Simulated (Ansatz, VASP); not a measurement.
**MgO2: VASP beside Ansatz**

INCAR

```
PREC = Accurate
ENCUT = 520
EDIFF = 1E-6
ISMEAR = 0
SIGMA = 0.05
LREAL = F
LASPH = T
NELM = 80
ALGO = Normal
ISIF = 2
LWAVE = F
LCHARG = T
GGA = PS
LELF = T
LVHAR = T
NBANDS = 14
```

KPOINTS

```
regular mesh
0
Gamma
  12 12 12
```

File POSCAR:

```
MgO2
1.0
    1.5759043524      0.9098488021      3.4573706250
   -1.5759043524      0.9098488021      3.4573706250
    0.0000000000     -1.8196976042      3.4573706250
Mg O
1 2
Direct
    0.0000000000      0.0000000000      0.0000000000
    0.4291433728      0.4291433728      0.4291433728
    0.5708566272      0.5708566272      0.5708566272
```

Input for Ansatz:

```yaml
crystal:
  lattice:
    - [1.5759043524, 0.9098488021, 3.457370625]
    - [-1.5759043524, 0.9098488021, 3.457370625]
    - [0.0, -1.8196976042, 3.457370625]
  atoms:
    - { symbol: Mg, position: [0.0, 0.0, 0.0] }
    - { symbol: O, position: [0.4291433728, 0.4291433728, 0.4291433728] }
    - { symbol: O, position: [0.5708566272, 0.5708566272, 0.5708566272] }
basis:
  ecutwfc: 420
kpoints:
  mp_grid: { grid: [12, 12, 12] }
hamiltonian:
  xc: pbesol
scf:
  occupations: { method: gaussian, width: 0.05 }
output:
  forces: true
  stress: true
  eigenvalues: true
```

Change from the starting cell: strain -0.0050 x Voigt [1, 1, 0, 0, 0, 0], atoms carried along.

Alike in both runs: task single point; functional PBEsol; k mesh 12 × 12 × 12; occupations gaussian, width 0.05 eV; no spin polarisation.

|  | VASP | Ansatz |
| --- | --- | --- |
| version | VASP 6.6.1 | Ansatz 0.2.0 |
| potentials or method | VASP PAW PBE potentials, release 64 (Mg, O), cutoff 520 eV | scalar-relativistic, plane waves, PAW |
| valence electrons in the cell | 14 | 22 |

```csv
,VASP,Ansatz,Ansatz less VASP
gap on the k mesh at the Fermi level (eV),2.44,2.46,+0.028
least direct gap on the mesh (eV),2.44,2.46,+0.028
pressure (GPa),1.0,1.1,+0.09
"traceless stress, the component that is largest in VASP (GPa)",0.34,-0.85,-1.197
rms of the force components (eV/Å),0.064,0.032,-0.0314
```

VASP's potentials were made for PBE, not for PBEsol. Atom by atom the forces differ by 0.096 eV/Å (rms over components). VASP's potentials hold 14 valence electrons a cell and Ansatz's 22, so a difference there can come from the potentials and not from the codes.
